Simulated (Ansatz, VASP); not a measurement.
**Two plane-wave programs on VI**

```
V I
1.0
     3.64373    0.00000    0.00000
     0.00000    3.64373    0.00000
     0.00000    0.00000    3.64373
V I
1 1
Direct
  0.00000 0.00000 0.00000
  0.50000 0.50000 0.50000
```

Alike in both runs: functional PBE; k mesh 6 × 6 × 6; occupations gaussian, width 0.1 eV; collinear spin.

Ansatz relaxed the structure, and its values are those at the end. VASP's run is a single point on that final structure, the one shown.

|  | VASP | Ansatz |
| --- | --- | --- |
| version | VASP 6.6.1 | Ansatz 0.2.0 |
| potentials or method | VASP PAW PBE potentials, release 64 (V_sv, I), cutoff 520 eV | scalar-relativistic, plane waves, PAW |
| valence electrons in the cell | 20 | 30 |

Ansatz gave:

- gap on the k mesh at the Fermi level (eV): none
- pressure (GPa): -0.3
- net moment per atom (μB): 1.89
- size of the moment on the site where the two differ most (μB): 3.24

Problem. What did VASP give for the same quantities?

Solution. gap on the k mesh at the Fermi level (eV): none; pressure (GPa): -0.2; net moment per atom (μB): 1.88; size of the moment on the site where the two differ most (μB): 3.03.

Site moments also hang on the region over which each program counts them. A gap of «none» marks a metal or a gap that the smearing closes. The functional is the same, so the differences come from potentials, cutoffs and numerics. VASP's potentials hold 20 valence electrons a cell and Ansatz's 30, so a difference there can come from the potentials and not from the codes.

Spin-orbit coupling is off throughout.
